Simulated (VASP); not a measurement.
Set up this calculation in VASP 6.6.1, as the native input.

```
Task                   : single point
Functional             : PBEsol
Potentials or basis    : VASP PAW PBE potentials, release 64 (Zn)
Cutoff                 : 520 eV
k mesh                 : 16 × 16 × 16
Occupations            : fermi-dirac, width 0.1 eV
Spin                   : no spin polarisation
Dipole correction      : no
Further INCAR settings : ALGO = Normal; EDIFF = 1e-07; NBANDS = 12
```

The structure of Zn lies in POSCAR:

```
Zn
1.0
   -1.4654216410      1.4654216410      1.4654216410
    1.4654216410     -1.4654216410      1.4654216410
    1.4654216410      1.4654216410     -1.4654216410
Zn
1
Direct
    0.0000000000      0.0000000000      0.0000000000
```

This cell differs from its parent crystal: volume scaled by 0.88.

These files were run (other wordings do the same):

INCAR

```
ALGO = Normal
EDIFF = 1E-7
ENCUT = 520
GGA = PS
ISIF = 2
ISMEAR = -1
LASPH = True
LCHARG = False
LREAL = False
LWAVE = False
NBANDS = 12
NELM = 60
PREC = Accurate
SIGMA = 0.1
```

KPOINTS

```
k-points
0
Gamma
  16 16 16
```

Potentials or basis: VASP PAW PBE potentials, release 64 (Zn).

Launch:

```console
$ cat potpaw_PBE.64/Zn/POTCAR > POTCAR
$ mpirun -np 1 vasp_std > vasp.out
```

It gave:

The pressure is 15.7 GPa and the band gap on the k mesh is zero (band 6 reaches 9.07 eV, above the bottom of band 7 at 3.96 eV).

Caveat: the PAW data sets were made with another functional, which shifts forces and pressure a little.

Run time: 27 s on 1 thread of Intel Xeon 8259CL, on a shared host, peak memory 0.14 GiB.
